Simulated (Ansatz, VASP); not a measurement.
## Two plane-wave programs on AlNi2

The input POSCAR:

```
AlNi2
1.0
    3.9740030242      0.0000000000      0.0000000000
   -1.9870015121      3.4415875737      0.0000000000
    0.0000000000      0.0000000000      4.9042588200
Al Ni
2 4
Direct
    0.3333333300      0.6666666700      0.1898740600
    0.6666666700      0.3333333300      0.8101259400
    0.3333333300      0.6666666700      0.6851100400
    0.6666666700      0.3333333300      0.3148899600
    0.0000000000      0.0000000000      0.5000000000
    0.0000000000      0.0000000000      0.0000000000
```

File INCAR.step1:

```
SYSTEM = AlNi2
  PREC = Accurate
  ENCUT = 520
  ISMEAR = 0
  SIGMA = 0.1
  LREAL = .False.
  LASPH = .True.
  NELM = 80
  NBANDS = 32
  GGA = PE
  ALGO = Normal
  EDIFF = 1E-4
  LWAVE = .True.
  LCHARG = .False.
```

The input INCAR.step2:

```
SYSTEM = AlNi2
  PREC = Accurate
  ENCUT = 520
  EDIFF = 1E-6
  ISMEAR = 0
  SIGMA = 0.1
  LREAL = .False.
  LASPH = .True.
  NELM = 80
  ALGO = Normal
  ISIF = 2
  LWAVE = .False.
  LCHARG = .False.
  METAGGA = R2SCAN
  LMIXTAU = .True.
  NBANDS = 32
  ISTART = 1
```

The input KPOINTS:

```
Automatic mesh
0
Gamma
  12 12 8
  0 0 0
```

Input for Ansatz:

```yaml
crystal:
  lattice:
    - [3.9740030242, 0.0, 0.0]
    - [-1.9870015121, 3.4415875737, 0.0]
    - [0.0, 0.0, 4.90425882]
  atoms:
    - { symbol: Al, position: [0.33333333, 0.66666667, 0.18987406] }
    - { symbol: Al, position: [0.66666667, 0.33333333, 0.81012594] }
    - { symbol: Ni, position: [0.33333333, 0.66666667, 0.68511004] }
    - { symbol: Ni, position: [0.66666667, 0.33333333, 0.31488996] }
    - { symbol: Ni, position: [0.0, 0.0, 0.5] }
    - { symbol: Ni, position: [0.0, 0.0, 0.0] }
basis:
  ecutwfc: 500
kpoints:
  mp_grid: { grid: [12, 12, 8] }
hamiltonian:
  xc: r2scan
scf:
  occupations: { method: gaussian, width: 0.1 }
output:
  forces: true
  stress: true
  eigenvalues: true
  populations: true
```

Alike in both runs: task single point; functional r2SCAN; k mesh 12 × 12 × 8; occupations gaussian, width 0.1 eV; no spin polarisation.

|  | VASP | Ansatz |
| --- | --- | --- |
| version | VASP 6.6.1 | Ansatz 0.2.0 |
| potentials or method | VASP PAW PBE potentials, release 64 (Al, Ni), cutoff 520 eV | scalar-relativistic, plane waves, PAW |
| valence electrons in the cell | 46 | 78 |

Ansatz gave:

- gap on the k mesh at the Fermi level (eV): none
- pressure (GPa): 0.7
- traceless stress, the component that is largest in VASP (GPa): -0.04
- rms of the force components (eV/Å): 0.004

What did VASP give for the same quantities?

gap on the k mesh at the Fermi level (eV): none; pressure (GPa): 0.7; traceless stress, the component that is largest in VASP (GPa): -0.05; rms of the force components (eV/Å): 0.001.

VASP's potentials were made for PBE, not for r2SCAN. Atom by atom the forces differ by 0.002 eV/Å (rms over components). A gap of «none» marks a metal or a gap that the smearing closes. VASP's potentials hold 46 valence electrons a cell and Ansatz's 78, so a difference there can come from the potentials and not from the codes.
